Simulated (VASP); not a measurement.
# CsRb3 (Fm-3m) in VASP: vibrations by perturbation theory with LDA

Aim: the vibrations by perturbation theory of CsRb3 with LDA.

Program: VASP 6.6.1. These are calculated values, not measurements. Logs are shortened: lines on timing, memory, paths and dates and some standing lists are left out, and cuts for length are marked.

## Step 1: The cell of the first run

The structure is cubic, space group Fm-3m (No. 225). Conventional cell: a = 11.697 Å, b = 11.697 Å, c = 11.697 Å, α = 90.00°, β = 90.00°, γ = 90.00°.

## Step 2: Vibrations by perturbation theory, LDA

Contents of INCAR:

```
SYSTEM = CsRb3
PREC     = Accurate       ! precision mode
ENCUT    = 520            ! plane-wave cutoff, eV
EDIFF    = 1E-8           ! SCF threshold, eV
ISMEAR   = -1             ! smearing method
SIGMA    = 0.2            ! smearing width, eV
LREAL    = .FALSE.        ! projectors in reciprocal space
LASPH    = .TRUE.         ! aspherical terms in the spheres
NELM     = 80             ! most SCF steps
ALGO     = Normal         ! electronic algorithm
ISIF     = 2              ! what is computed and relaxed
LWAVE    = .FALSE.        ! write WAVECAR
LCHARG   = .FALSE.        ! write CHGCAR
GGA      = CA             ! functional
NBANDS   = 26             ! bands
IBRION   = 8              ! ionic algorithm
NSW      = 1              ! ionic steps
```

Contents of KPOINTS:

```
regular mesh
0
G
  4 4 4
  0 0 0
```

Contents of POSCAR:

```
CsRb3
1.0
    0.0000000000      5.8484160300      5.8484160300
    5.8484160300      0.0000000000      5.8484160300
    5.8484160300      5.8484160300      0.0000000000
Cs Rb
1 3
Direct
    0.0000000000      0.0000000000      0.0000000000
    0.2500000000      0.2500000000      0.2500000000
    0.7500000000      0.7500000000      0.7500000000
    0.5000000000      0.5000000000      0.5000000000
```

Potentials or basis: VASP PAW LDA potentials, release 64 (Cs_sv, Rb_sv).

Started as:

```
cat potpaw_LDA.64/Cs_sv/POTCAR potpaw_LDA.64/Rb_sv/POTCAR > POTCAR
mpirun -np 1 vasp_std > vasp.out
```

OUTCAR:

```text
SYSTEM = CsRb3
   PREC = Accurate
   ENCUT = 520
   EDIFF = 1E-8
   ISMEAR = -1
   LREAL = .FALSE.
   LASPH = .TRUE.
   NELM = 80
   ISIF = 2
   GGA = CA
   IBRION = 8
   NSW = 1

 ion  position               nearest neighbor table
   1  0.000  0.000  0.000-
   2  0.250  0.250  0.250-   4 5.06   4 5.06   4 5.06   4 5.06
   3  0.750  0.750  0.750-   4 5.06   4 5.06   4 5.06   4 5.06
   4  0.500  0.500  0.500-   2 5.06   2 5.06   2 5.06   2 5.06   3 5.06   3 5.06   3 5.06   3 5.06

  LATTYP: Found a face centered cubic cell.
 ALAT       =    11.6968320600

  Lattice vectors:

 A1 = (   0.0000000000,   5.8484160300,   5.8484160300)
 A2 = (   5.8484160300,   0.0000000000,   5.8484160300)
 A3 = (   5.8484160300,   5.8484160300,   0.0000000000)

Analysis of symmetry for initial positions (statically):
=====================================================================
 Subroutine PRICEL returns:
 Original cell was already a primitive cell.

 Routine SETGRP: Setting up the symmetry group for a
 face centered cubic supercell.

 Subroutine GETGRP returns: Found 48 space group operations
 (whereof 48 operations were pure point group operations)
 out of a pool of 48 trial point group operations.

The static configuration has the point symmetry O_h .

Analysis of symmetry for dynamics (positions and initial velocities):
=====================================================================
 Subroutine PRICEL returns:
 Original cell was already a primitive cell.

 Routine SETGRP: Setting up the symmetry group for a
 face centered cubic supercell.

 Subroutine GETGRP returns: Found 48 space group operations
 (whereof 48 operations were pure point group operations)
 out of a pool of 48 trial point group operations.

[... 401 lines left out ...]
 -----------------------------------------------------------------------------------
    total drift:                               -0.000000      0.000000     -0.000000

  FREE ENERGIE OF THE ION-ELECTRON SYSTEM (eV)
  ---------------------------------------------------
  free  energy   TOTEN  =        -4.3158460364 eV

  energy  without entropy=       -3.8069832677  energy(sigma->0) =       -4.06141465

[... ionic steps 2 to 12 ...]

--------------------------------------- Ionic step       13  -------------------------------------------

 Free energy of the ion-electron system (eV)
  ---------------------------------------------------
  ---------------------------------------------------
  free energy    TOTEN  =        -0.24242040 eV

  energy without entropy =       -0.24242041

------------------------ aborting loop because EDIFF is reached ----------------------------------------

 INTERNAL STRAIN TENSOR  FOR ION    4  DIRECTION 1   (eV/Angst):
 -----------------------------------------------------------------------------
    -0.00135  0.00000 -0.00000
    -0.00000  0.00082 -0.00000
     0.00000 -0.00000  0.00082

 INTERNAL STRAIN TENSOR FOR ION    4 for displacements in x,y,z  (eV/Angst):
          X           Y           Z          XY          YZ          ZX
  --------------------------------------------------------------------------------
  x     0.00000     0.00000     0.00000     0.00000     0.00000     0.00000
  y     0.00000     0.00000     0.00000     0.00000     0.00000     0.00000
  z     0.00000     0.00000     0.00000     0.00000     0.00000     0.00000

 SECOND DERIVATIVES (NOT SYMMETRIZED)
 ------------------------------------
               1X          1Y          1Z          2X          2Y          2Z          3X          3Y          3Z          4X          4Y          4Z
  1X    -0.265879    0.000000    0.000000    0.121741    0.000000    0.000000    0.121741    0.000000    0.000000    0.022396    0.000000    0.000000
  1Y     0.000000   -0.265879    0.000000    0.000000    0.121741    0.000000    0.000000    0.121741    0.000000    0.000000    0.022396    0.000000
  1Z     0.000000    0.000000   -0.265879    0.000000    0.000000    0.121741    0.000000    0.000000    0.121741    0.000000    0.000000    0.022396
  2X     0.123295    0.000000    0.000000   -0.212923    0.000000    0.000000   -0.005580   -0.000000   -0.000000    0.095209    0.000000    0.000000
  2Y     0.000000    0.123295    0.000000    0.000000   -0.212923    0.000000   -0.000000   -0.005580    0.000000    0.000000    0.095209    0.000000
  2Z     0.000000    0.000000    0.123295    0.000000    0.000000   -0.212923   -0.000000    0.000000   -0.005580    0.000000    0.000000    0.095209
  3X     0.123295    0.000000    0.000000   -0.005580   -0.000000   -0.000000   -0.212923    0.000000    0.000000    0.095209    0.000000    0.000000
  3Y     0.000000    0.123295    0.000000   -0.000000   -0.005580    0.000000    0.000000   -0.212923    0.000000    0.000000    0.095209    0.000000
  3Z     0.000000    0.000000    0.123295   -0.000000    0.000000   -0.005580    0.000000    0.000000   -0.212923    0.000000    0.000000    0.095209
  4X     0.023647    0.000000    0.000000    0.094461    0.000000    0.000000    0.094461    0.000000    0.000000   -0.212570    0.000000    0.000000
  4Y     0.000000    0.023647    0.000000    0.000000    0.094461    0.000000    0.000000    0.094461    0.000000    0.000000   -0.212570    0.000000
  4Z     0.000000    0.000000    0.023647    0.000000    0.000000    0.094461    0.000000    0.000000    0.094461    0.000000    0.000000   -0.212570

 Eigenvectors and eigenvalues of the dynamical matrix
 ----------------------------------------------------

   1 f  =    1.057421 THz     6.643974 2PiTHz   35.271780 cm-1     4.373141 meV
             X         Y         Z           dx          dy          dz
      0.000000  0.000000  0.000000    -0.309694   -0.293165   -0.000000
      2.924208  2.924208  2.924208     0.381904    0.361522    0.000000
      8.772624  8.772624  8.772624     0.381904    0.361522    0.000000
      5.848416  5.848416  5.848416    -0.373878   -0.353924    0.000000
[... 71 lines left out ...]
  12 f/i=    0.003380 THz     0.021237 2PiTHz    0.112744 cm-1     0.013978 meV
             X         Y         Z           dx          dy          dz
      0.000000  0.000000  0.000000     0.306135    0.443565   -0.233273
      2.924208  2.924208  2.924208     0.243480    0.352783   -0.185531
      8.772624  8.772624  8.772624     0.243480    0.352783   -0.185531
      5.848416  5.848416  5.848416     0.243834    0.353296   -0.185800

--------------------------------------------------------------------------------------------------------

 ELASTIC MODULI CONTR FROM IONIC RELAXATION (kBar)
 Direction    XX          YY          ZZ          XY          YZ          ZX
 --------------------------------------------------------------------------------
 XX           0.0000      0.0000      0.0000      0.0000      0.0000      0.0000
 YY           0.0000      0.0000      0.0000      0.0000      0.0000      0.0000
 ZZ           0.0000      0.0000      0.0000      0.0000      0.0000      0.0000
 XY           0.0000      0.0000      0.0000     -0.4192      0.0000     -0.0000
 YZ           0.0000      0.0000      0.0000      0.0000     -0.4192      0.0000
 ZX           0.0000      0.0000      0.0000     -0.0000     -0.0000     -0.4192
 --------------------------------------------------------------------------------
```

OSZICAR:

```text
N       E                     dE             d eps       ncg     rms          rms(c)
DAV:   1     0.272530527091E+03    0.27253E+03   -0.13005E+04   416   0.104E+03
DAV:   2     0.302146042253E+02   -0.24232E+03   -0.23772E+03   592   0.219E+02
DAV:   3    -0.324866302640E+01   -0.33463E+02   -0.33327E+02   646   0.749E+01
[... 76 lines left out ...]
RMM:  13    -0.242420412882E+00   -0.38156E-08    0.11394E-06  1486   0.143E-04    0.107E-05
RMM:  14    -0.242420428197E+00   -0.15315E-07    0.45438E-07  1430   0.124E-04    0.121E-05
RMM:  15    -0.242420427626E+00    0.57177E-09    0.45161E-07  1405   0.112E-04    0.105E-05
RMM:  16    -0.242420420160E+00    0.74653E-08    0.18995E-07  1283   0.103E-04    0.906E-06
RMM:  17    -0.242420409687E+00    0.10474E-07    0.19320E-07  1329   0.971E-05    0.797E-06
RMM:  18    -0.242420403466E+00    0.62210E-08    0.68327E-08  1212   0.934E-05    0.711E-06
 Linear response finished
```

Wall time 21 min (1 thread of Intel Xeon Platinum 8488C (Sapphire Rapids), shared host); peak memory 0.85 GiB.

What came out:

| Property | Result |
| --- | --- |
| Highest phonon frequency at Γ | 35 cm⁻¹ |

Phonon frequencies in cm⁻¹ (negative: imaginary):
| q point | frequencies |
| --- | --- |
| (0.000, 0.000, 0.000) | 0 0 0 26 26 26 26 26 26 35 35 35 |

Caveat: spin-orbit coupling is left out, which moves the levels of the heavy elements.
